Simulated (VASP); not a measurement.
Here is a VASP 6.6.1 calculation.

The input INCAR:

```
  ALGO = Normal
  DIPOL = 0.5 0.5 0.334
  EDIFF = 1E-6
  ENCUT = 520
  GGA = CA
  IDIPOL = 3
  ISIF = 2
  ISMEAR = 0
  ISPIN = 2
  LASPH = T
  LCHARG = F
  LDIPOL = T
  LMAXMIX = 4
  LORBIT = 11
  LREAL = F
  LWAVE = F
  MAGMOM = 0 0 0 0 0 0 1
  NBANDS = 50
  NELM = 150
  PREC = Accurate
  SIGMA = 0.1
```

File KPOINTS:

```
k-points
0
Gamma
  6 6 1
```

POSCAR

```
Ta6F
1.0
    4.6002247516      0.0000000000      0.0000000000
   -2.3001123758      3.9839114980      0.0000000000
    0.0000000000      0.0000000000     21.4017722141
Ta F
6 1
Direct
    0.6666666667      0.3333333333      0.1869004099
    0.3333333333      0.6666666667      0.2307760729
    0.0000000000      0.0000000000      0.2746517360
    0.6666666667      0.3333333333      0.3157775353
    0.3333333333      0.6666666667      0.3543568624
    0.0000000000      0.0000000000      0.3925736677
    0.0000000000      0.0000000000      0.5808758307
```

Potentials or basis: VASP PAW LDA potentials, release 64 (Ta_pv, F).

Launch:

```sh
$ cat potpaw_LDA.64/Ta_pv/POTCAR potpaw_LDA.64/F/POTCAR > POTCAR
$ mpirun -np 1 vasp_std > vasp.out
```

Task: What does it give for the largest force?

Result: 2.249 eV/Å.

Task: Estimate the net moment.

Result: 0.71 μB per cell.

Task: Estimate the site moments.

Result: Ta +0.01, +0.00, -0.01; F +0.60 μB.

Forces on the atoms (eV/Å):
```
Ta   0.000  0.000  2.145
Ta   0.000  0.000 -0.354
Ta   0.000  0.000 -2.249
Ta   0.000  0.000  0.000
Ta   0.000  0.000 -0.067
Ta   0.000  0.000  1.102
F    0.000  0.000 -0.576
```
